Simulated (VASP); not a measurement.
A run of VASP 6.6.1 is set up as follows.

Contents of INCAR:

```
SYSTEM = Os
  ALGO = Normal
  EDIFF = 1E-6
  ENCUT = 560
  GGA = VW
  GGA_COMPAT = .FALSE.
  ISIF = 2
  ISMEAR = -1
  LASPH = .TRUE.
  LCHARG = .FALSE.
  LREAL = .FALSE.
  LWAVE = .FALSE.
  NBANDS = 23
  NELM = 120
  PREC = Accurate
  SIGMA = 0.05
```

Contents of KPOINTS:

```
k-points
0
G
  11 11 6
  0 0 0
```

The input POSCAR:

```
Os
1.0
    2.7341000000      0.0000000000      0.0000000000
   -1.3670500000      2.3678000565      0.0000000000
    0.0000000000      0.0000000000      4.3197000000
Os
2
Direct
    0.6666666667      0.3333333333      0.7500000000
    0.3333333333      0.6666666667      0.2500000000
```

Potentials or basis: VASP PAW PBE potentials, release 64 (Os_sv_GW).

The run is started by

```console
$ cat potpaw_PBE.64/Os_sv_GW/POTCAR > POTCAR
$ mpirun -np 1 vasp_std > vasp.out
```

Task: What does it give for the band gap on the k mesh?

Result: Zero (bands 16 and 17 overlap by 3.90 eV).

Task: Estimate the pressure.

Result: -10.5 GPa.

Stress tensor (GPa, compression positive):
```
-10.36   0.00   0.00
  0.00 -10.36   0.00
  0.00   0.00 -10.86
```

Caveat: the cell stands under tension; the PAW data sets were made with another functional, which shifts forces and pressure a little; spin-orbit coupling is left out, which moves the levels of the heavy elements.
